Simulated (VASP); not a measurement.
# InP (F-43m) in VASP: notebook

Runs on InP. Level: HSE06. Tasks: single point.

All numbers are computed with VASP 6.6.1; they aren't measurements. Logs are shortened: lines on timing, memory, paths and dates and some standing lists are left out, and cuts for length are marked.

**1. The cell of the first run**

Symmetry: F-43m, No. 216, cubic system. Conventional cell: a = 5.906 Å, b = 5.906 Å, c = 5.906 Å, α = 90.00°, β = 90.00°, γ = 90.00°. In (site symmetry -43m) has 4 P at 2.56 Å within 3.4 Å. P (site symmetry -43m) has 4 In at 2.56 Å within 3.4 Å.

**2. Single point, HSE06**

POSCAR

```
InP
1.0
    0.0000000000      2.9531466269      2.9531466269
    2.9531466269      0.0000000000      2.9531466269
    2.9531466269      2.9531466269      0.0000000000
In P
1 1
Direct
    0.0000000000      0.0000000000      0.0000000000
    0.2500000000      0.2500000000      0.2500000000
```

INCAR.step1

```
PREC = Accurate
ENCUT = 400
EDIFF = 1E-5
ISMEAR = 0
SIGMA = 0.05
LREAL = False
LASPH = True
NELM = 120
ALGO = Normal
ISIF = 2
LWAVE = True
LCHARG = False
NBANDS = 16
GGA = PE
GGA_COMPAT = False
```

INCAR.step2

```
PREC = Accurate
ENCUT = 400
EDIFF = 1E-6
ISMEAR = 0
SIGMA = 0.05
LREAL = False
LASPH = True
NELM = 120
ALGO = Normal
ISIF = 2
LWAVE = False
LCHARG = False
GGA = PE
LHFCALC = True
HFSCREEN = 0.2079
PRECFOCK = Normal
NBANDS = 16
ISTART = 1
GGA_COMPAT = False
```

KPOINTS

```
Automatic mesh
0
Gamma
  6 6 6
```

Potentials or basis: VASP PAW PBE potentials, release 64 (In_d, P).

On the command line:

```
$ cat potpaw_PBE.64/In_d/POTCAR potpaw_PBE.64/P/POTCAR > POTCAR
$ cp INCAR.step1 INCAR
$ mpirun -np 1 vasp_std > vasp.out
$ cp INCAR.step2 INCAR
$ mpirun -np 1 vasp_std > vasp.out
```

OUTCAR:

```text
PREC = Accurate
   ENCUT = 400
   EDIFF = 1E-6
   ISMEAR = 0
   LREAL = False
   LASPH = True
   NELM = 120
   ISIF = 2
   GGA = PE
   LHFCALC = True
   HFSCREEN = 0.2079
   PRECFOCK = Normal
   ISTART = 1

 ion  position               nearest neighbor table
   1  0.000  0.000  0.000-   2 2.56   2 2.56   2 2.56   2 2.56
   2  0.250  0.250  0.250-   1 2.56   1 2.56   1 2.56   1 2.56

  LATTYP: Found a face centered cubic cell.
 ALAT       =     5.9062932538

  Lattice vectors:

 A1 = (   0.0000000000,   2.9531466269,   2.9531466269)
 A2 = (   2.9531466269,   0.0000000000,   2.9531466269)
 A3 = (   2.9531466269,   2.9531466269,   0.0000000000)

Analysis of symmetry for initial positions (statically):
=====================================================================
 Subroutine PRICEL returns:
 Original cell was already a primitive cell.

 Routine SETGRP: Setting up the symmetry group for a
 face centered cubic supercell.

 Subroutine GETGRP returns: Found 24 space group operations
 (whereof 24 operations were pure point group operations)
 out of a pool of 48 trial point group operations.

The static configuration has the point symmetry T_d .

Analysis of symmetry for dynamics (positions and initial velocities):
=====================================================================
 Subroutine PRICEL returns:
 Original cell was already a primitive cell.

 Routine SETGRP: Setting up the symmetry group for a
 face centered cubic supercell.

 Subroutine GETGRP returns: Found 24 space group operations
 (whereof 24 operations were pure point group operations)
 out of a pool of 48 trial point group operations.

The dynamic configuration has the point symmetry T_d .

 Subroutine INISYM returns: Found 24 space group operations
 (whereof 24 operations are pure point group operations),
 and found     1 'primitive' translations

----------------------------------------------------------------------------------------

                                     Primitive cell

  volume of cell :      51.5092

  direct lattice vectors                    reciprocal lattice vectors
     0.000000000  2.953146627  2.953146627    -0.169310929  0.169310929  0.169310929
     2.953146627  0.000000000  2.953146627     0.169310929 -0.169310929  0.169310929
     2.953146627  2.953146627  0.000000000     0.169310929  0.169310929 -0.169310929

  length of vectors
[... 80 lines left out ...]
   ISYM   =      3    0-nonsym 1-usesym 2-fastsym
   POTIM  = 0.5000    time-step for ionic-motion
   TEBEG  =    0.0;   TEEND  =   0.0 temperature during run
   PSTRESS=    0.0 pullay stress
   NELECT =      18.0000    total number of electrons
   NUPDOWN=      -1.0000    fix difference up-down
   EMIN   =  10.00;   EMAX   =-10.00  energy-range for DOS
   EFERMI =   0.00;   METHOD = LEGACY
   ISMEAR =     0;   SIGMA  =   0.05  broadening in eV -4-tet -1-fermi 0-gaus
   EFERMI_NEDOS =   21; number of points for ismear=-14 and -15
   IALGO  =     38    algorithm
   IMIX   =      1    mixing-type and parameters
     AMIX     =   0.40;   BMIX     =  1.00
     AMIX_MAG =   1.60;   BMIX_MAG =  1.00
  volume/ion in A,a.u.               =      25.75       173.80
  Fermi-wavevector in a.u.,A,eV,Ry     =   1.153110  2.179062 18.091152  1.329662
  Thomas-Fermi vector in A             =   2.289756
   LORBIT       =      0    0 simple, 1 ext, 2 COOP (PROOUT), +10 PAW based schemes
   GGA     = PE    functional components
   LHFCALC =     T    Hartree Fock is set to
   PRECFOCK=normal    Normal, Fast or Accurate (Low or Medium for compatibility)
   ENCUT4O =  -1.0   cutoff for four orbital integrals eV
   NKREDX  =     1    reduce k-point grid by
   NKREDY  =     1    reduce k-point grid by
   NKREDZ  =     1    reduce k-point grid by
   AEXX    =    0.2500 exact exchange contribution
   HFSCREEN=    0.2079 screening length (either q_TF or 0.3 A-1)
   HFSCREENC=   0.2079 screening length for correlation (either q_TF or 0.3 A-1)
   ENCUTFOCK=  -1.0 apply spherical cutoff to Coloumb kernel
   IVDW    =     0    specifies the selected vdW correction
   LEPSILON=     F    determine dielectric tensor
   LRPA    =     F    only Hartree local field effects (RPA)
 non-spin polarized calculation
 Gauss-broadening in eV      SIGMA  =   0.05
  energy-cutoff  :      400.00
  volume of cell :       51.51
 maximum number of plane-waves:       960
  NGX = 24; NGY = 24; NGZ = 24

 number of electron      17.9999989 magnetization

 Free energy of the ion-electron system (eV)
  ---------------------------------------------------
  ext. energy  EPLUGINS =         0.00000000
  ---------------------------------------------------
  free energy    TOTEN  =        -9.98525864 eV

  energy without entropy =       -9.98525864  energy(sigma->0) =       -9.98525864

 E-fermi :   4.8077     XC(G=0):  -7.6501

 val. band max:        4.5216778258   @ k =   0.0000   0.0000   0.0000
 cond. band min:       5.8792457537   @ k =   0.0000   0.0000   0.0000
 fundamental gap:      1.3575679280
 Fermi energy:         4.8077258835

 k-point     1 :       0.0000    0.0000    0.0000
  band No.  band energies     occupation
      1     -11.3241      2.00000
      2     -11.3241      2.00000
      3     -11.3241      2.00000
      4     -11.1739      2.00000
      5     -11.1739      2.00000
      6      -8.0551      2.00000
[... 281 lines left out ...]
      3     -11.2324      2.00000
      4     -11.2005      2.00000
      5     -11.1546      2.00000
      6      -5.5216      2.00000
[... 8 lines left out ...]
     15      16.9566      0.00000
     16      17.6330      0.00000

------------------------ aborting loop because EDIFF is reached ----------------------------------------

  FORCE on cell =-STRESS in cart. coord.  units (eV):
  Direction    XX          YY          ZZ          XY          YZ          ZX
  --------------------------------------------------------------------------------------
  -------------------------------------------------------------------------------------
  Total       -0.1064225     -0.1064225     -0.1064225      0.0000000      0.0000000      0.0000000
  in kB       -3.3102357     -3.3102357     -3.3102357      0.0000000      0.0000000      0.0000000
  external PRESSURE =      -3.3102357 kB  Pullay stress =       0.0000000 kB

 VOLUME and BASIS-vectors are now :
 -----------------------------------------------------------------------------
  energy-cutoff  :      400.00
  volume of cell :       51.51
      direct lattice vectors                 reciprocal lattice vectors
     0.000000000  2.953146627  2.953146627    -0.169310929  0.169310929  0.169310929
     2.953146627  0.000000000  2.953146627     0.169310929 -0.169310929  0.169310929
     2.953146627  2.953146627  0.000000000     0.169310929  0.169310929 -0.169310929

 POSITION                                       TOTAL-FORCE (eV/Angst)
 -----------------------------------------------------------------------------------
      0.00000      0.00000      0.00000        -0.000000      0.000000      0.000000
      1.47657      1.47657      1.47657         0.000000     -0.000000     -0.000000
 -----------------------------------------------------------------------------------
    total drift:                                0.000060      0.000058      0.000038

  FREE ENERGIE OF THE ION-ELECTRON SYSTEM (eV)
  ---------------------------------------------------
  free  energy   TOTEN  =        -9.9852586358 eV

  energy  without entropy=       -9.9852586358  energy(sigma->0) =       -9.98525864
```

OUTCAR.step1:

```text
PREC = Accurate
   ENCUT = 400
   EDIFF = 1E-5
   ISMEAR = 0
   LREAL = False
[... 515 lines left out ...]
      0.00000      0.00000      0.00000        -0.000000     -0.000000      0.000000
      1.47657      1.47657      1.47657         0.000000      0.000000     -0.000000
 -----------------------------------------------------------------------------------
    total drift:                                0.000000      0.000000      0.000000

  FREE ENERGIE OF THE ION-ELECTRON SYSTEM (eV)
  ---------------------------------------------------
  free  energy   TOTEN  =        -8.3883737376 eV

  energy  without entropy=       -8.3883737376  energy(sigma->0) =       -8.38837374
```

Run time: 14 min. Hardware: 1 thread of Intel Xeon 6975P-C (Granite Rapids), shared host; peak memory 0.27 GiB.

Results:

- Free energy: -9.9853 eV
- Pressure: -0.3 GPa
- Band gap on the k mesh: 1.36 eV

Caveat: the PAW data sets were made with another functional, which shifts forces and pressure a little; spin-orbit coupling is left out, which moves the levels of the heavy elements.

**3. Single point, HSE06 (25.75 Å³/atom)**

POSCAR

```
InP
1.0
    0.0000000000      2.9531000000      2.9531000000
    2.9531000000      0.0000000000      2.9531000000
    2.9531000000      2.9531000000      0.0000000000
In P
1 1
Direct
    0.0000000000      0.0000000000      0.0000000000
    0.2500000000      0.2500000000      0.2500000000
```

Edit INCAR.step1 of step 2 so:

```diff
@@ -4,3 +4,3 @@
 ISMEAR = 0
-SIGMA = 0.05
+SIGMA = 0.02
 LREAL = False
```

Edit INCAR.step2 of step 2 so:

```diff
@@ -4,3 +4,3 @@
 ISMEAR = 0
-SIGMA = 0.05
+SIGMA = 0.02
 LREAL = False
```

KPOINTS

```
regular mesh
0
Gamma
  6 6 6
```

Potentials or basis: VASP PAW PBE potentials, release 64 (In_d, P).

On the command line:

```
$ cat potpaw_PBE.64/In_d/POTCAR potpaw_PBE.64/P/POTCAR > POTCAR
$ cp INCAR.step1 INCAR
$ mpirun -np 1 vasp_std > vasp.out
$ cp INCAR.step2 INCAR
$ mpirun -np 1 vasp_std > vasp.out
```

OUTCAR:

```text
PREC = Accurate
   ENCUT = 400
   EDIFF = 1E-6
   ISMEAR = 0
   LREAL = False
   LASPH = True
   NELM = 120
   ISIF = 2
   GGA = PE
   LHFCALC = True
   HFSCREEN = 0.2079
   PRECFOCK = Normal
   ISTART = 1

 ion  position               nearest neighbor table
   1  0.000  0.000  0.000-   2 2.56   2 2.56   2 2.56   2 2.56
   2  0.250  0.250  0.250-   1 2.56   1 2.56   1 2.56   1 2.56

  LATTYP: Found a face centered cubic cell.
 ALAT       =     5.9062000000

  Lattice vectors:

 A1 = (   0.0000000000,   2.9531000000,   2.9531000000)
 A2 = (   2.9531000000,   0.0000000000,   2.9531000000)
 A3 = (   2.9531000000,   2.9531000000,   0.0000000000)

Analysis of symmetry for initial positions (statically):
=====================================================================
 Subroutine PRICEL returns:
 Original cell was already a primitive cell.

 Routine SETGRP: Setting up the symmetry group for a
 face centered cubic supercell.

 Subroutine GETGRP returns: Found 24 space group operations
 (whereof 24 operations were pure point group operations)
 out of a pool of 48 trial point group operations.

The static configuration has the point symmetry T_d .

Analysis of symmetry for dynamics (positions and initial velocities):
=====================================================================
 Subroutine PRICEL returns:
 Original cell was already a primitive cell.

 Routine SETGRP: Setting up the symmetry group for a
 face centered cubic supercell.

 Subroutine GETGRP returns: Found 24 space group operations
 (whereof 24 operations were pure point group operations)
 out of a pool of 48 trial point group operations.

The dynamic configuration has the point symmetry T_d .

 Subroutine INISYM returns: Found 24 space group operations
 (whereof 24 operations are pure point group operations),
[... 110 lines left out ...]
  Thomas-Fermi vector in A             =   2.289774
   LORBIT       =      0    0 simple, 1 ext, 2 COOP (PROOUT), +10 PAW based schemes
   GGA     = PE    functional components
   LHFCALC =     T    Hartree Fock is set to
   PRECFOCK=normal    Normal, Fast or Accurate (Low or Medium for compatibility)
   ENCUT4O =  -1.0   cutoff for four orbital integrals eV
   NKREDX  =     1    reduce k-point grid by
   NKREDY  =     1    reduce k-point grid by
   NKREDZ  =     1    reduce k-point grid by
   AEXX    =    0.2500 exact exchange contribution
   HFSCREEN=    0.2079 screening length (either q_TF or 0.3 A-1)
   HFSCREENC=   0.2079 screening length for correlation (either q_TF or 0.3 A-1)
   ENCUTFOCK=  -1.0 apply spherical cutoff to Coloumb kernel
   IVDW    =     0    specifies the selected vdW correction
   LEPSILON=     F    determine dielectric tensor
   LRPA    =     F    only Hartree local field effects (RPA)
 non-spin polarized calculation
 Gauss-broadening in eV      SIGMA  =   0.02
  energy-cutoff  :      400.00
  volume of cell :       51.51
 maximum number of plane-waves:       960
  NGX = 24; NGY = 24; NGZ = 24

 number of electron      17.9999989 magnetization

 Free energy of the ion-electron system (eV)
  ---------------------------------------------------
  ext. energy  EPLUGINS =         0.00000000
  ---------------------------------------------------
  free energy    TOTEN  =        -9.98526259 eV

  energy without entropy =       -9.98526259  energy(sigma->0) =       -9.98526259

 E-fermi :   4.6066     XC(G=0):  -7.6502

 val. band max:        4.5221755875   @ k =   0.0000   0.0000   0.0000
 cond. band min:       5.8800354816   @ k =   0.0000   0.0000   0.0000
 fundamental gap:      1.3578598942
 Fermi energy:         4.6065964179

 k-point     1 :       0.0000    0.0000    0.0000
  band No.  band energies     occupation
      1     -11.3237      2.00000
      2     -11.3237      2.00000
      3     -11.3237      2.00000
      4     -11.1734      2.00000
      5     -11.1734      2.00000
      6      -8.0549      2.00000
[... 281 lines left out ...]
      3     -11.2319      2.00000
      4     -11.2001      2.00000
      5     -11.1541      2.00000
      6      -5.5212      2.00000
[... 8 lines left out ...]
     15      16.9573      0.00000
     16      17.6338      0.00000

------------------------ aborting loop because EDIFF is reached ----------------------------------------

  FORCE on cell =-STRESS in cart. coord.  units (eV):
  Direction    XX          YY          ZZ          XY          YZ          ZX
  --------------------------------------------------------------------------------------
  -------------------------------------------------------------------------------------
  Total       -0.1053756     -0.1053756     -0.1053756      0.0000000     -0.0000000     -0.0000000
  in kB       -3.2778277     -3.2778277     -3.2778277      0.0000000     -0.0000000     -0.0000000
  external PRESSURE =      -3.2778277 kB  Pullay stress =       0.0000000 kB

 VOLUME and BASIS-vectors are now :
 -----------------------------------------------------------------------------
  energy-cutoff  :      400.00
  volume of cell :       51.51
      direct lattice vectors                 reciprocal lattice vectors
     0.000000000  2.953100000  2.953100000    -0.169313603  0.169313603  0.169313603
     2.953100000  0.000000000  2.953100000     0.169313603 -0.169313603  0.169313603
     2.953100000  2.953100000  0.000000000     0.169313603  0.169313603 -0.169313603

 POSITION                                       TOTAL-FORCE (eV/Angst)
 -----------------------------------------------------------------------------------
      0.00000      0.00000      0.00000         0.000000      0.000000      0.000000
      1.47655      1.47655      1.47655        -0.000000     -0.000000     -0.000000
 -----------------------------------------------------------------------------------
    total drift:                                0.000061      0.000058      0.000039

  FREE ENERGIE OF THE ION-ELECTRON SYSTEM (eV)
  ---------------------------------------------------
  free  energy   TOTEN  =        -9.9852625896 eV

  energy  without entropy=       -9.9852625896  energy(sigma->0) =       -9.98526259
```

Run time: 63 min. Hardware: 1 thread of Intel Xeon 8259CL, shared host; peak memory 0.27 GiB.

Results:

| Item | Value |
| --- | --- |
| Free energy | -9.9853 eV |
| Pressure | -0.3 GPa |
| Band gap on the k mesh | 1.36 eV |

Levels at points of the mesh, in eV from the valence-band top:
```csv
k point,band 6,band 7,band 8,band 9,band 10,band 11,band 12,band 13
"(0.00, 0.00, 0.00)",-12.58,0.00,0.00,0.00,1.36,4.91,4.91,4.91
"(0.50, 0.00, 0.00)",-10.78,-6.12,-1.03,-1.03,2.19,5.65,5.65,7.98
"(0.50, 0.50, 0.00)",-10.10,-6.13,-2.46,-2.46,2.40,2.99,10.26,10.74
```

Caveat: the PAW data sets were made with another functional, which shifts forces and pressure a little; spin-orbit coupling is left out, which moves the levels of the heavy elements.
